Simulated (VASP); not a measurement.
# CoPtO2 (R-3m) in VASP: single point with PBE

Aim: the single point of CoPtO2 with PBE.

Program: VASP 6.6.1. These are calculated values, not measurements. Logs are shortened: lines on timing, memory, paths and dates and some standing lists are left out, and cuts for length are marked.

**1. The cell of the first run**

Symmetry: R-3m, No. 166, trigonal system. Conventional cell: a = 2.855 Å, b = 2.855 Å, c = 17.883 Å, α = 90.00°, β = 90.00°, γ = 120.00°. Co (site symmetry -3m) has 6 O at 1.91 Å within 2.5 Å. Within 2.7 Å of Pt (site symmetry -3m) lie 2 O at 2.01 Å. O (site symmetry 3m) has 3 Co at 1.91 Å and 1 Pt at 2.01 Å and 3 O at 2.55 Å within 2.6 Å.

**2. Single point, PBE**

Contents of INCAR:

```
SYSTEM = CoPtO2
  PREC = Accurate
  ENCUT = 600
  EDIFF = 1E-6
  ISMEAR = 0
  SIGMA = 0.1
  LREAL = .FALSE.
  LASPH = .TRUE.
  NELM = 120
  ALGO = Normal
  ISIF = 2
  LWAVE = .FALSE.
  LCHARG = .FALSE.
  GGA = PE
  NBANDS = 32
  GGA_COMPAT = .FALSE.
```

Contents of KPOINTS:

```
regular mesh
0
G
  18 18 18
  0 0 0
```

Contents of POSCAR:

```
CoPtO2
1.0
    1.4273949784      0.8241068750      5.9610846690
   -1.4273949784      0.8241068750      5.9610846690
    0.0000000000     -1.6482137500      5.9610846690
Co Pt O
1 1 2
Direct
    0.5000000000      0.5000000000      0.5000000000
    0.0000000000      0.0000000000      0.0000000000
    0.8876528272      0.8876528272      0.8876528272
    0.1123471728      0.1123471728      0.1123471728
```

Potentials or basis: VASP PAW PBE potentials, release 64 (Co_sv, Pt_sv_GW, O).

Launch:

```console
cat potpaw_PBE.64/Co_sv/POTCAR potpaw_PBE.64/Pt_sv_GW/POTCAR potpaw_PBE.64/O/POTCAR > POTCAR
mpirun -np 1 vasp_std > vasp.out
```

OUTCAR:

```text
SYSTEM = CoPtO2
   PREC = Accurate
   ENCUT = 600
   EDIFF = 1E-6
   ISMEAR = 0
   LREAL = .FALSE.
   LASPH = .TRUE.
   NELM = 120
   ISIF = 2
   GGA = PE

 ion  position               nearest neighbor table
   1  0.500  0.500  0.500-   4 1.91   3 1.91   4 1.91   4 1.91   3 1.91   3 1.91
   2  0.000  0.000  0.000-   3 2.01   4 2.01
   3  0.888  0.888  0.888-   1 1.91   1 1.91   1 1.91   2 2.01
   4  0.112  0.112  0.112-   1 1.91   1 1.91   1 1.91   2 2.01

  LATTYP: Found a trigonal (rhomboedric) cell.
 ALAT       =     6.1847505202
 COS(alpha) =     0.8934695030

  Lattice vectors:

 A1 = (   1.4273949784,   0.8241068750,   5.9610846690)
 A2 = (  -1.4273949784,   0.8241068750,   5.9610846690)
 A3 = (   0.0000000000,  -1.6482137500,   5.9610846690)

Analysis of symmetry for initial positions (statically):
=====================================================================
 Subroutine PRICEL returns:
 Original cell was already a primitive cell.

 Routine SETGRP: Setting up the symmetry group for a
 trigonal (rhombohedral) supercell.

 Subroutine GETGRP returns: Found 12 space group operations
 (whereof 12 operations were pure point group operations)
 out of a pool of 12 trial point group operations.

The static configuration has the point symmetry D_3d.

Analysis of symmetry for dynamics (positions and initial velocities):
=====================================================================
 Subroutine PRICEL returns:
 Original cell was already a primitive cell.

 Routine SETGRP: Setting up the symmetry group for a
 trigonal (rhombohedral) supercell.

 Subroutine GETGRP returns: Found 12 space group operations
 (whereof 12 operations were pure point group operations)
 out of a pool of 12 trial point group operations.

The dynamic configuration has the point symmetry D_3d.

 Subroutine INISYM returns: Found 12 space group operations
 (whereof 12 operations are pure point group operations),
 and found     1 'primitive' translations

----------------------------------------------------------------------------------------

                                     Primitive cell

  volume of cell :      42.0731

  direct lattice vectors                    reciprocal lattice vectors
     1.427394978  0.824106875  5.961084669     0.350288468  0.202239141  0.055918235
    -1.427394978  0.824106875  5.961084669    -0.350288468  0.202239141  0.055918235
     0.000000000 -1.648213750  5.961084669     0.000000000 -0.404478282  0.055918235

  length of vectors
     6.184750520  6.184750520  6.184750520     0.408325275  0.408325275  0.408325275

  position of ions in fractional coordinates (direct lattice)
     0.500000000  0.500000000  0.500000000
     0.000000000  0.000000000  0.000000000
     0.887652827  0.887652827  0.887652827
     0.112347173  0.112347173  0.112347173

  ion indices of the primitive-cell ions
   primitive index   ion index
                 1           1
                 2           2
                 3           3
                 4           4

----------------------------------------------------------------------------------------

 KPOINTS: regular mesh

Automatic generation of k-mesh.
 Grid dimensions read from file:
 generate k-points for:   18   18   18

 Generating k-lattice:

  Cartesian coordinates                     Fractional coordinates (reciprocal lattice)
     0.019460470  0.011235508  0.003106569     0.055555556 -0.000000000  0.000000000
    -0.019460470  0.011235508  0.003106569    -0.000000000  0.055555556  0.000000000
     0.000000000 -0.022471016  0.003106569     0.000000000  0.000000000  0.055555556

  Length of vectors
     0.022684737  0.022684737  0.022684737

  Shift w.r.t. Gamma in fractional coordinates (k-lattice)
     0.000000000  0.000000000  0.000000000

 Subroutine IBZKPT returns following result:
 ===========================================

 Found    580 irreducible k-points:

 Following reciprocal coordinates:
            Coordinates               Weight
  0.000000  0.000000  0.000000      1.000000
  0.055556  0.000000 -0.000000      6.000000
  0.111111  0.000000 -0.000000      6.000000
  0.166667  0.000000 -0.000000      6.000000
  0.222222  0.000000 -0.000000      6.000000
  0.277778  0.000000 -0.000000      6.000000
[... 16 lines left out ...]
 -0.277778  0.055556  0.000000     12.000000
 -0.222222  0.055556  0.000000     12.000000
 [... further k-points ...]
   k-points           NKPTS =    580   k-points in BZ     NKDIM =    580   number of bands    NBANDS=     32
   number of dos      NEDOS =    301   number of ions     NIONS =      4
   total plane-waves  NPLWV = 125000
   dimension x,y,z NGX =    50 NGY =   50 NGZ =   50
   dimension x,y,z NGXF=   100 NGYF=  100 NGZF=  100
   ions per type =               1   1   2
   NGX,Y,Z   is equivalent  to a cutoff of  13.44, 13.44, 13.44 a.u.
   NGXF,Y,Z  is equivalent  to a cutoff of  26.88, 26.88, 26.88 a.u.
 SYSTEM =  CoPtO2
   PREC   = accura    normal or accurate (medium, high low for compatibility)
   ISTART =      0    job   : 0-new  1-cont  2-samecut
   ICHARG =      2    charge: 1-file 2-atom 10-const
   ISPIN  =      1    spin polarized calculation?
   LNONCOLLINEAR =      F non collinear calculations
   LSORBIT =      F    spin-orbit coupling
   LASPH  =      T    aspherical Exc in radial PAW
   ENCUT  =  600.0 eV  44.10 Ry    6.64 a.u.  12.35 12.35 12.35*2*pi/ulx,y,z
   NELM   =    120;   NELMIN=  2; NELMDL= -5     # of ELM steps
   EDIFF  = 0.1E-05   stopping-criterion for ELM
   LREAL  =      F    real-space projection
   EDIFFG = 0.1E-04   stopping-criterion for IOM
   NSW    =      0    number of steps for IOM
   IBRION =     -1    ionic relax: 0-MD 1-quasi-New 2-CG
   NFREE  =      0    steps in history (QN), initial steepest desc. (CG)
   ISIF   =      2    stress and relaxation
   ISYM   =      2    0-nonsym 1-usesym 2-fastsym
   POTIM  = 0.5000    time-step for ionic-motion
   TEBEG  =    0.0;   TEEND  =   0.0 temperature during run
   PSTRESS=    0.0 pullay stress
   NELECT =      47.0000    total number of electrons
   NUPDOWN=      -1.0000    fix difference up-down
   EMIN   =  10.00;   EMAX   =-10.00  energy-range for DOS
   EFERMI =   0.00;   METHOD = LEGACY
   ISMEAR =     0;   SIGMA  =   0.10  broadening in eV -4-tet -1-fermi 0-gaus
   EFERMI_NEDOS =   21; number of points for ismear=-14 and -15
   IALGO  =     38    algorithm
   IMIX   =      4    mixing-type and parameters
     AMIX     =   0.40;   BMIX     =  1.00
     AMIX_MAG =   1.60;   BMIX_MAG =  1.00
  volume/ion in A,a.u.               =      10.52        70.98
  Fermi-wavevector in a.u.,A,eV,Ry     =   1.698658  3.209999 39.258797  2.885440
  Thomas-Fermi vector in A             =   2.779118
   LORBIT       =      0    0 simple, 1 ext, 2 COOP (PROOUT), +10 PAW based schemes
   GGA     = PE    functional components
   LHFCALC =     F    Hartree Fock is set to
   AEXX    =    0.0000 exact exchange contribution
   IVDW    =     0    specifies the selected vdW correction
   LEPSILON=     F    determine dielectric tensor
   LRPA    =     F    only Hartree local field effects (RPA)
 non-spin polarized calculation
 Gauss-broadening in eV      SIGMA  =   0.10
  energy-cutoff  :      600.00
  volume of cell :       42.07
 maximum number of plane-waves:      1420
 NGX is ok and might be reduce to    50
   NGX = 25   NGY = 25   NGZ = 25

 number of electron      46.9999991 magnetization

 Free energy of the ion-electron system (eV)
  ---------------------------------------------------
  ext. energy  EPLUGINS =         0.00000000
  ---------------------------------------------------
  free energy    TOTEN  =       -26.55823011 eV

  energy without entropy =      -26.55476520  energy(sigma->0) =      -26.55649766

 E-fermi :   8.5779     XC(G=0): -12.8756

 val. band max:        8.5402706793   @ k =  -0.3333   0.5000   0.2778
 cond. band min:       8.6232462121   @ k =  -0.2778  -0.2778   0.2222
 fundamental gap:      0.0829755328
 Fermi energy:         8.5778611444

 k-point     1 :       0.0000    0.0000    0.0000
  band No.  band energies     occupation
      1     -90.1333      2.00000
      2     -87.0640      2.00000
      3     -50.3434      2.00000
      4     -50.3434      2.00000
      5     -50.3019      2.00000
      6     -44.6635      2.00000
[... 24 lines left out ...]
     31      24.2562      0.00000
     32      25.7369      0.00000

 k-point     2 :       0.0556    0.0000   -0.0000
  band No.  band energies     occupation
      1     -90.1330      2.00000
      2     -87.0638      2.00000
      3     -50.3456      2.00000
      4     -50.3440      2.00000
      5     -50.3018      2.00000
      6     -44.6626      2.00000
[... 24 lines left out ...]
     31      24.3275      0.00000
     32      25.3278      0.00000

 k-point     3 :       0.1111    0.0000   -0.0000
  band No.  band energies     occupation
      1     -90.1318      2.00000
      2     -87.0633      2.00000
      3     -50.3516      2.00000
      4     -50.3454      2.00000
      5     -50.3010      2.00000
      6     -44.6600      2.00000
[... 24 lines left out ...]
     31      24.3353      0.00000
     32      24.4759      0.00000

 k-point     4 :       0.1667    0.0000   -0.0000
  band No.  band energies     occupation
      1     -90.1299      2.00000
      2     -87.0624      2.00000
      3     -50.3605      2.00000
      4     -50.3476      2.00000
      5     -50.2994      2.00000
      6     -44.6560      2.00000
[... 654 lines left out ...]
     31      21.5673      0.00000
     32      23.0123      0.00000

 k-point    23 :      -0.2778    0.0556    0.0000
  band No.  band energies     occupation
      1     -90.1238      2.00000
      2     -87.0597      2.00000
      3     -50.3885      2.00000
      4     -50.3553      2.00000
      5     -50.2948      2.00000
      6     -44.6429      2.00000
[... 24 lines left out ...]
     31      21.7364      0.00000
     32      23.4326      0.00000

 k-point    24 :      -0.2222    0.0556    0.0000
  band No.  band energies     occupation
      1     -90.1262      2.00000
      2     -87.0608      2.00000
      3     -50.3775      2.00000
      4     -50.3524      2.00000
      5     -50.2966      2.00000
      6     -44.6479      2.00000
[... 24 lines left out ...]
     31      22.2045      0.00000
     32      22.7505      0.00000

 [... further k-points ...]

------------------------ aborting loop because EDIFF is reached ----------------------------------------

  FORCE on cell =-STRESS in cart. coord.  units (eV):
  Direction    XX          YY          ZZ          XY          YZ          ZX
  --------------------------------------------------------------------------------------
  -------------------------------------------------------------------------------------
  Total       -0.4109049     -0.4109049     -0.3406430      0.0000000      0.0000000      0.0000000
  in kB      -15.6475973    -15.6475973    -12.9719678      0.0000000      0.0000000      0.0000000
  external PRESSURE =     -14.7557208 kB  Pullay stress =       0.0000000 kB

 VOLUME and BASIS-vectors are now :
 -----------------------------------------------------------------------------
  energy-cutoff  :      600.00
  volume of cell :       42.07
      direct lattice vectors                 reciprocal lattice vectors
     1.427394978  0.824106875  5.961084669     0.350288468  0.202239141  0.055918235
    -1.427394978  0.824106875  5.961084669    -0.350288468  0.202239141  0.055918235
     0.000000000 -1.648213750  5.961084669     0.000000000 -0.404478282  0.055918235

 POSITION                                       TOTAL-FORCE (eV/Angst)
 -----------------------------------------------------------------------------------
      0.00000      0.00000      8.94163         0.000000      0.000000      0.000000
      0.00000      0.00000      0.00000         0.000000      0.000000     -0.000000
      0.00000      0.00000     15.87412         0.000000      0.000000     -0.015446
      0.00000      0.00000      2.00913         0.000000     -0.000000      0.015446
 -----------------------------------------------------------------------------------
    total drift:                               -0.000000     -0.000000      0.000000

  FREE ENERGIE OF THE ION-ELECTRON SYSTEM (eV)
  ---------------------------------------------------
  free  energy   TOTEN  =       -26.5582301087 eV

  energy  without entropy=      -26.5547652018  energy(sigma->0) =      -26.55649766
```

It took 45 min on 1 thread of AMD EPYC 9R45 (Zen 5), shared host; peak memory 1.1 GiB.

What came out:

```
Free energy            : -26.5582 eV
Pressure               : -1.5 GPa
Largest force          : 0.015 eV/Å
Band gap on the k mesh : zero (an odd number of electrons rules out a gap without spin polarisation)
```

Forces on the atoms (eV/Å):
```
Co   0.000  0.000  0.000
Pt   0.000  0.000  0.000
O    0.000  0.000 -0.015
O    0.000  0.000  0.015
```

Levels at points of the mesh, in eV from the Fermi level:
```
           k point  band 20  band 21  band 22  band 23  band 24  band 25  band 26  band 27  band 28  band 29
(0.00, 0.00, 0.00)    -1.84    -1.84    -1.52    -1.52    -1.42     1.86     1.86     2.75     5.55     8.85
(0.50, 0.00, 0.00)    -1.35    -1.18    -0.96     0.05     1.02     1.33     1.33     2.58     6.96     9.93
(0.50, 0.50, 0.00)    -1.73    -1.18    -0.99     0.05     0.19     1.75     2.19     2.58     7.61     9.02
(0.50, 0.50, 0.50)    -1.76    -1.76    -0.81    -0.68    -0.68     1.44     1.44     4.00     4.51     8.67
```

Caveat: spin-orbit coupling is left out, which moves the levels of the heavy elements; an odd number of electrons without spin polarisation forces a metal; a magnetic or distorted state may lie lower; the run has no spin polarisation, though such a crystal can be magnetic; semilocal functionals often make such compounds metallic where correlation or magnetic order opens a gap, which also shifts bond lengths. Spin polarisation is off, so any magnetic state and its effect on volume and gap are missing.

The gap in the log of VASP goes by the Fermi energy; the results here count the filled bands.